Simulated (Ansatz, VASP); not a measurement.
One calculation of Mg4FeO3, two programs

INCAR

```
PREC = Accurate
ENCUT = 600
EDIFF = 1E-7
ISMEAR = 0
SIGMA = 0.2
LREAL = F
LASPH = T
NELM = 200
ALGO = Normal
ISIF = 3
LWAVE = F
LCHARG = F
ISPIN = 2
MAGMOM = 0 0 0 0 0 0 0 0 4 4 0 0 0 0 0 0
LORBIT = 11
LMAXMIX = 4
GGA = PE
IBRION = 2
NSW = 36
EDIFFG = -0.08
GGA_COMPAT = F
NELMIN = 4
```

The input KPOINTS:

```
regular mesh
0
Gamma
  5 5 1
```

POSCAR

```
Mg4FeO3
1.0
    2.9800000000      0.0000000000      0.0000000000
    0.0000000000      2.9800000000      0.0000000000
    0.0000000000      0.0000000000     22.0000000000
Mg Fe O
8 2 6
Direct
    0.0000000000      0.5000000000      0.9520000000
    0.5000000000      0.0000000000      0.8570000000
    0.0000000000      0.5000000000      0.7610000000
    0.5000000000      0.0000000000      0.0480000000
    0.0000000000      0.5000000000      0.1430000000
    0.5000000000      0.0000000000      0.2390000000
    0.0000000000      0.5000000000      0.5650000000
    0.5000000000      0.0000000000      0.4350000000
    0.5000000000      0.0000000000      0.6700000000
    0.0000000000      0.5000000000      0.3300000000
    0.0000000000      0.5000000000      0.8570000000
    0.5000000000      0.0000000000      0.9520000000
    0.5000000000      0.0000000000      0.7610000000
    0.5000000000      0.0000000000      0.1430000000
    0.0000000000      0.5000000000      0.0480000000
    0.0000000000      0.5000000000      0.2390000000
```

Input for Ansatz:

```yaml
crystal:
  lattice:
    - [2.98, 0.0, 0.0]
    - [0.0, 2.98, 0.0]
    - [0.0, 0.0, 22.0]
  atoms:
    - { symbol: Mg, position: [0.0, 0.5, 0.952] }
    - { symbol: Mg, position: [0.5, 0.0, 0.857] }
    - { symbol: Mg, position: [0.0, 0.5, 0.761] }
    - { symbol: Mg, position: [0.5, 0.0, 0.048] }
    - { symbol: Mg, position: [0.0, 0.5, 0.143] }
    - { symbol: Mg, position: [0.5, 0.0, 0.239] }
    - { symbol: Mg, position: [0.0, 0.5, 0.565] }
    - { symbol: Mg, position: [0.5, 0.0, 0.435] }
    - { symbol: Fe, position: [0.5, 0.0, 0.67], spin: 4.0 }
    - { symbol: Fe, position: [0.0, 0.5, 0.33], spin: 4.0 }
    - { symbol: O, position: [0.0, 0.5, 0.857] }
    - { symbol: O, position: [0.5, 0.0, 0.952] }
    - { symbol: O, position: [0.5, 0.0, 0.761] }
    - { symbol: O, position: [0.5, 0.0, 0.143] }
    - { symbol: O, position: [0.0, 0.5, 0.048] }
    - { symbol: O, position: [0.0, 0.5, 0.239] }
basis:
  ecutwfc: 420
kpoints:
  mp_grid: { grid: [5, 5, 1] }
hamiltonian:
  xc: pbe
scf:
  occupations: { method: gaussian, width: 0.2 }
  lower_state_search: "off"
output:
  forces: true
  stress: true
  eigenvalues: true
  populations: true
magnetization:
  spin_polarized: true
relax:
  adjacent_minimum: "off"
  f_tol: 0.08
  max_steps: 16
  cell: { stress_tol: 0.8 }
```

Alike in both runs: task relaxation of cell and atoms; functional PBE; k mesh 5 × 5 × 1; occupations gaussian, width 0.2 eV; collinear spin.

```csv
,VASP,Ansatz
version,VASP 6.6.1,Ansatz 0.2.0
potentials or method,"VASP PAW PBE potentials, release 64 (Mg, Fe, O), cutoff 600 eV","scalar-relativistic, plane waves, PAW"
valence electrons in the cell,68,148
```

|  | VASP | Ansatz | Ansatz less VASP |
| --- | --- | --- | --- |
| gap on the k mesh at the Fermi level, each at its own relaxed structure (eV) | none | none | - |
| net moment per atom (μB) | 0.32 | 0.32 | +0.003 |
| size of the moment on the site where the two differ most (μB) | 2.70 | 2.56 | -0.143 |
| relaxed volume (Å³/atom) | 11.55 | 11.60 | +0.059 |
| relaxed cell length with the largest relative difference (Å) | 21.026 | 21.076 | +0.0493 |

Site moments also hang on the region over which each program counts them. A gap of «none» marks a metal or a gap that the smearing closes. VASP's potentials hold 68 valence electrons a cell and Ansatz's 148, so a difference there can come from the potentials and not from the codes.

The k mesh is coarse, so the values compare programs but aren't converged.
